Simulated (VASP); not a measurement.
# Hf (Fm-3m) in VASP: further runs

Hf is run at these levels: revPBE+D3(BJ); tasks: single point.

Program: VASP 6.6.1. These are calculated values, not measurements. Logs are shortened: lines on timing, memory, paths and dates and some standing lists are left out, and cuts for length are marked.

## 1. The cell of the first run

Symmetry: Fm-3m, No. 225, cubic system. The conventional cell has a = 4.498 Å, b = 4.498 Å, c = 4.498 Å, α = 90.00°, β = 90.00°, γ = 90.00°. Within 4.2 Å of Hf (site symmetry m-3m) lie 12 Hf at 3.18 Å.

This isn't the form of Hf at room conditions, which is hcp.

## 2. Single point, revPBE+D3(BJ)

INCAR

```
SYSTEM = Hf
  PREC = Accurate
  ENCUT = 520
  EDIFF = 1E-6
  ISMEAR = -1
  SIGMA = 0.1
  LREAL = .FALSE.
  LASPH = .TRUE.
  NELM = 100
  ALGO = Normal
  ISIF = 2
  LWAVE = .FALSE.
  LCHARG = .FALSE.
  GGA = RE
  IVDW = 12
  NBANDS = 11
```

KPOINTS

```
regular mesh
0
G
  10 10 10
  0 0 0
```

POSCAR

```
Hf
1.0
    0.0000000000      2.2492138765      2.2492138765
    2.2492138765      0.0000000000      2.2492138765
    2.2492138765      2.2492138765      0.0000000000
Hf
1
Direct
    0.0000000000      0.0000000000      0.0000000000
```

Potentials or basis: VASP PAW PBE potentials, release 64 (Hf_pv).

Launch:

```bash
> cat potpaw_PBE.64/Hf_pv/POTCAR > POTCAR
> mpirun -np 1 vasp_std > vasp.out
```

OUTCAR:

```text
SYSTEM = Hf
   PREC = Accurate
   ENCUT = 520
   EDIFF = 1E-6
   ISMEAR = -1
   LREAL = .FALSE.
   LASPH = .TRUE.
   NELM = 100
   ISIF = 2
   GGA = RE
   IVDW = 12
 IVDW          = 12

 ion  position               nearest neighbor table
   1  0.000  0.000  0.000-

  LATTYP: Found a face centered cubic cell.
 ALAT       =     4.4984277530

  Lattice vectors:

 A1 = (   0.0000000000,   2.2492138765,   2.2492138765)
 A2 = (   2.2492138765,   0.0000000000,   2.2492138765)
 A3 = (   2.2492138765,   2.2492138765,   0.0000000000)

Analysis of symmetry for initial positions (statically):
=====================================================================
 Subroutine PRICEL returns:
 Original cell was already a primitive cell.

 Routine SETGRP: Setting up the symmetry group for a
 face centered cubic supercell.

 Subroutine GETGRP returns: Found 48 space group operations
 (whereof 48 operations were pure point group operations)
 out of a pool of 48 trial point group operations.

The static configuration has the point symmetry O_h .

Analysis of symmetry for dynamics (positions and initial velocities):
=====================================================================
 Subroutine PRICEL returns:
 Original cell was already a primitive cell.

 Routine SETGRP: Setting up the symmetry group for a
 face centered cubic supercell.

 Subroutine GETGRP returns: Found 48 space group operations
 (whereof 48 operations were pure point group operations)
 out of a pool of 48 trial point group operations.

The dynamic configuration has the point symmetry O_h .

 Subroutine INISYM returns: Found 48 space group operations
 (whereof 48 operations are pure point group operations),
 and found     1 'primitive' translations

----------------------------------------------------------------------------------------

                                     Primitive cell

  volume of cell :      22.7574

  direct lattice vectors                    reciprocal lattice vectors
     0.000000000  2.249213876  2.249213876    -0.222299891  0.222299891  0.222299891
     2.249213876  0.000000000  2.249213876     0.222299891 -0.222299891  0.222299891
     2.249213876  2.249213876  0.000000000     0.222299891  0.222299891 -0.222299891

  length of vectors
     3.180868769  3.180868769  3.180868769     0.385034706  0.385034706  0.385034706

  position of ions in fractional coordinates (direct lattice)
     0.000000000  0.000000000  0.000000000

  ion indices of the primitive-cell ions
   primitive index   ion index
                 1           1

----------------------------------------------------------------------------------------

 KPOINTS: regular mesh

Automatic generation of k-mesh.
 Grid dimensions read from file:
 generate k-points for:   10   10   10

 Generating k-lattice:

  Cartesian coordinates                     Fractional coordinates (reciprocal lattice)
    -0.022229989  0.022229989  0.022229989     0.100000000  0.000000000  0.000000000
     0.022229989 -0.022229989  0.022229989     0.000000000  0.100000000  0.000000000
     0.022229989  0.022229989 -0.022229989     0.000000000  0.000000000  0.100000000

  Length of vectors
     0.038503471  0.038503471  0.038503471

  Shift w.r.t. Gamma in fractional coordinates (k-lattice)
     0.000000000  0.000000000  0.000000000

 Subroutine IBZKPT returns following result:
 ===========================================

 Found     47 irreducible k-points:

 Following reciprocal coordinates:
            Coordinates               Weight
  0.000000  0.000000  0.000000      1.000000
  0.100000  0.000000  0.000000      8.000000
  0.200000  0.000000  0.000000      8.000000
  0.300000  0.000000  0.000000      8.000000
  0.400000  0.000000  0.000000      8.000000
  0.500000  0.000000  0.000000      4.000000
[... 16 lines left out ...]
  0.300000  0.300000  0.000000      6.000000
  0.400000  0.300000  0.000000     24.000000
 [... further k-points ...]
   k-points           NKPTS =     47   k-points in BZ     NKDIM =     47   number of bands    NBANDS=     11
   number of dos      NEDOS =    301   number of ions     NIONS =      1
   total plane-waves  NPLWV =  13824
   dimension x,y,z NGX =    24 NGY =   24 NGZ =   24
   dimension x,y,z NGXF=    48 NGYF=   48 NGZF=   48
   ions per type =               1
   NGX,Y,Z   is equivalent  to a cutoff of  12.54, 12.54, 12.54 a.u.
   NGXF,Y,Z  is equivalent  to a cutoff of  25.09, 25.09, 25.09 a.u.
 SYSTEM =  Hf
   PREC   = accura    normal or accurate (medium, high low for compatibility)
   ISTART =      0    job   : 0-new  1-cont  2-samecut
   ICHARG =      2    charge: 1-file 2-atom 10-const
   ISPIN  =      1    spin polarized calculation?
   LNONCOLLINEAR =      F non collinear calculations
   LSORBIT =      F    spin-orbit coupling
   LASPH  =      T    aspherical Exc in radial PAW
   ENCUT  =  520.0 eV  38.22 Ry    6.18 a.u.   5.91  5.91  5.91*2*pi/ulx,y,z
   NELM   =    100;   NELMIN=  2; NELMDL= -5     # of ELM steps
   EDIFF  = 0.1E-05   stopping-criterion for ELM
   LREAL  =      F    real-space projection
[... 7 lines left out ...]
   TEBEG  =    0.0;   TEEND  =   0.0 temperature during run
   PSTRESS=    0.0 pullay stress
   NELECT =      10.0000    total number of electrons
   NUPDOWN=      -1.0000    fix difference up-down
   EMIN   =  10.00;   EMAX   =-10.00  energy-range for DOS
   EFERMI =   0.00;   METHOD = LEGACY
   ISMEAR =    -1;   SIGMA  =   0.10  broadening in eV -4-tet -1-fermi 0-gaus
   EFERMI_NEDOS =   21; number of points for ismear=-14 and -15
   IALGO  =     38    algorithm
   IMIX   =      4    mixing-type and parameters
     AMIX     =   0.40;   BMIX     =  1.00
     AMIX_MAG =   1.60;   BMIX_MAG =  1.00
  volume/ion in A,a.u.               =      22.76       153.57
  Fermi-wavevector in a.u.,A,eV,Ry     =   1.244612  2.351976 21.076237  1.549060
  Thomas-Fermi vector in A             =   2.378871
   LORBIT       =      0    0 simple, 1 ext, 2 COOP (PROOUT), +10 PAW based schemes
   GGA     = RE    functional components
   LHFCALC =     F    Hartree Fock is set to
   AEXX    =    0.0000 exact exchange contribution
   IVDW    =    12    specifies the selected vdW correction
   LEPSILON=     F    determine dielectric tensor
   LRPA    =     F    only Hartree local field effects (RPA)
 non-spin polarized calculation
  energy-cutoff  :      520.00
  volume of cell :       22.76
 maximum number of plane-waves:       622
   NGX = 11   NGY = 11   NGZ = 11

 number of electron      10.0000000 magnetization

 number of electron       9.9999999 magnetization

 Free energy of the ion-electron system (eV)
  ---------------------------------------------------
  ext. energy  EPLUGINS =         0.00000000
  ---------------------------------------------------
  free energy    TOTEN  =        -9.53936598 eV

  energy without entropy =       -9.48888457  energy(sigma->0) =       -9.51412528

 E-fermi :   4.6985     XC(G=0): -11.1623

 val. band max:        4.6797002711   @ k =   0.3000   0.0000   0.0000
 cond. band min:       4.7234142760   @ k =   0.5000   0.1000   0.0000
 fundamental gap:      0.0437140049
 Fermi energy:         4.6984965647

 k-point     1 :       0.0000    0.0000    0.0000
  band No.  band energies     occupation
      1     -25.4051      2.00000
      2     -25.4051      2.00000
      3     -25.4051      2.00000
      4      -2.4549      2.00000
      5       6.1116      0.00000
      6       6.1116      0.00000
      7       6.1116      0.00000
      8       8.8514      0.00000
      9       8.8514      0.00000
     10      15.9144      0.00000
     11      17.7630      0.00000

 k-point     2 :       0.1000    0.0000    0.0000
  band No.  band energies     occupation
      1     -25.4822      2.00000
      2     -25.4150      2.00000
      3     -25.4150      2.00000
      4      -2.1167      2.00000
      5       5.7771      0.00004
      6       6.2666      0.00000
      7       6.2666      0.00000
      8       8.6901      0.00000
      9       8.6901      0.00000
     10      16.6432      0.00000
     11      17.7616      0.00000

 k-point     3 :       0.2000    0.0000    0.0000
  band No.  band energies     occupation
      1     -25.6792      2.00000
      2     -25.4407      2.00000
      3     -25.4407      2.00000
      4      -1.1951      2.00000
      5       5.1112      0.03176
      6       6.4929      0.00000
      7       6.4929      0.00000
      8       8.6070      0.00000
      9       8.6070      0.00000
     10      16.6553      0.00000
     11      17.7639      0.00000

 k-point     4 :       0.3000    0.0000    0.0000
  band No.  band energies     occupation
      1     -25.9141      2.00000
      2     -25.4722      2.00000
      3     -25.4722      2.00000
      4      -0.0088      2.00000
      5       4.6797      1.09371
      6       6.3307      0.00000
      7       6.3307      0.00000
      8       9.2727      0.00000
      9       9.2727      0.00000
     10      15.2835      0.00000
     11      17.7599      0.00000
[... 239 lines left out ...]
 k-point    22 :      -0.2000    0.2000    0.0000
  band No.  band energies     occupation
      1     -25.8767      2.00000
      2     -25.6185      2.00000
      3     -25.4684      2.00000
      4       0.5834      2.00000
      5       4.4231      1.88028
      6       5.5591      0.00037
      7       7.2680      0.00000
      8       7.6968      0.00000
      9      10.7883      0.00000
     10      16.6746      0.00000
     11      17.7709      0.00000

 k-point    23 :       0.3000    0.3000    0.0000
  band No.  band energies     occupation
      1     -25.8899      2.00000
      2     -25.5860      2.00000
      3     -25.5860      2.00000
      4       0.7338      2.00000
      5       3.5396      1.99998
      6       5.7685      0.00005
      7       8.4730      0.00000
      8       8.4730      0.00000
      9      10.1025      0.00000
     10      17.7568      0.00000
     11      18.9512      0.00000

 k-point    24 :       0.4000    0.3000    0.0000
  band No.  band energies     occupation
      1     -25.9881      2.00000
      2     -25.6411      2.00000
      3     -25.6166      2.00000
      4       1.4366      2.00000
      5       3.2641      2.00000
      6       5.5175      0.00055
      7       8.7333      0.00000
      8       9.6918      0.00000
      9      10.7674      0.00000
     10      16.1766      0.00000
     11      17.8275      0.00000

 [... further k-points ...]

------------------------ aborting loop because EDIFF is reached ----------------------------------------

 Edisp (eV)   -0.77282

 E8    (eV) :    -0.5894

  FORCE on cell =-STRESS in cart. coord.  units (eV):
  Direction    XX          YY          ZZ          XY          YZ          ZX
  --------------------------------------------------------------------------------------
  -------------------------------------------------------------------------------------
  Total      -0.69137    -0.69137    -0.69137    -0.00000    -0.00000     0.00000
  in kB     -48.67421   -48.67421   -48.67421    -0.00000    -0.00000     0.00000
  external pressure =      -48.67 kB  Pullay stress =        0.00 kB

 VOLUME and BASIS-vectors are now :
 -----------------------------------------------------------------------------
  energy-cutoff  :      520.00
  volume of cell :       22.76
      direct lattice vectors                 reciprocal lattice vectors
     0.000000000  2.249213876  2.249213876    -0.222299891  0.222299891  0.222299891
     2.249213876  0.000000000  2.249213876     0.222299891 -0.222299891  0.222299891
     2.249213876  2.249213876  0.000000000     0.222299891  0.222299891 -0.222299891

 POSITION                                       TOTAL-FORCE (eV/Angst)
 -----------------------------------------------------------------------------------
      0.00000      0.00000      0.00000        -0.000000     -0.000000      0.000000
 -----------------------------------------------------------------------------------
    total drift:                               -0.000000     -0.000000     -0.000000

  FREE ENERGIE OF THE ION-ELECTRON SYSTEM (eV)
  ---------------------------------------------------
  free  energy   TOTEN  =       -10.3121902615 eV

  energy  without entropy=      -10.2617088473  energy(sigma->0) =      -10.28694955
```

Run time: 6.4 s. Hardware: 1 thread of AMD EPYC 9R45 (Zen 5), shared host; peak memory 0.12 GiB.

Results:

- Free energy: -10.3122 eV
- Pressure: -4.9 GPa
- Band gap on the k mesh: zero (bands 5 and 6 overlap by 1.80 eV)
- Dispersion energy per atom: -0.773 eV

Caveat: three body term missing; the cell stands under tension; the PAW data sets were made with another functional, which shifts forces and pressure a little; spin-orbit coupling is left out, which moves the levels of the heavy elements.

(Part 1 of 2 ends here.)

The gap in the log of VASP goes by the Fermi energy; the results here count the filled bands.